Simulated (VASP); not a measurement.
Crystal: ScGa2AsP2.

```xyz
6
Lattice="4.1887 0.0000 0.0000 -2.0944 3.6276 0.0000 0.0000 0.0000 8.3430" Properties=species:S:1:pos:R:3 pbc="T T T"
Sc    0.0000    0.0000    4.1715
Ga    0.0000    0.0000    2.0147
Ga    0.0000    0.0000    6.3284
P     0.0000    2.4184    4.1715
P     2.0944    1.2092    4.1715
As    0.0000    0.0000    0.0000
```

The cell was built from a structure type or drawn by symmetry, and may not be a known phase.

- Program: VASP 6.6.1
- Task: relaxation of cell and atoms
- Functional: PBE
- Potentials or basis: VASP PAW PBE potentials, release 64 (Sc_sv, Ga_d, P, As)
- Cutoff: 600 eV
- k mesh: 6 × 6 × 2
- Occupations: gaussian, width 0.1 eV
- Spin: no spin polarisation

At the start: pressure 32.5 GPa; volume 21.13 Å³/atom.

Question: Where does the relaxation end?

Answer: Over 11 steps the energy falls by 920.7 meV/atom and the volume is 31.30 Å³/atom (+48.1 %); space group P6/mmm (No. 191, to 0.1 Å) before and after.

The path:
| step | energy change (eV) | largest force (eV/Å) | pressure (GPa) | volume (Å³) |
| --- | --- | --- | --- | --- |
| 1 | 0.0000 | 0.3466 | 32.46 | 126.77 |
| 2 | -4.6226 | 0.9636 | -3.37 | 218.48 |
| 3 | -5.3096 | 1.0394 | 1.81 | 177.66 |
| 4 | -5.3178 | 1.0408 | 0.92 | 181.81 |
| 5 | -5.3182 | 1.0407 | 1.22 | 180.36 |
| 6 | -5.4752 | 0.6614 | -0.08 | 187.09 |
| 7 | -5.4963 | 0.4205 | -0.67 | 191.08 |
| 8 | -5.4964 | 0.4425 | -0.63 | 190.73 |
| 9 | -5.5193 | 0.1424 | -0.08 | 188.18 |
| 10 | -5.5211 | 0.0236 | 0.14 | 187.26 |
| 11 | -5.5239 | 0.0165 | 0.04 | 187.80 |

Final structure:
```xyz
6
Lattice="4.5877 0.0000 0.0000 -2.2939 3.9731 0.0000 0.0000 0.0000 10.3031" Properties=species:S:1:pos:R:3 pbc="T T T"
Sc    0.0000    0.0000    5.1515
Ga    0.0000    0.0000    2.3596
Ga   -2.2939    3.9731    7.9434
P     0.0000    2.6487    5.1515
P     2.2939    1.3244    5.1515
As    0.0000    0.0000   10.3031
```

Caveat: the k points lie up to 0.30 Å⁻¹ apart in the final cell, too coarse for converged energies and pressures of a metal; the volume moved by over 15 % at a fixed basis, so the end points are rough.
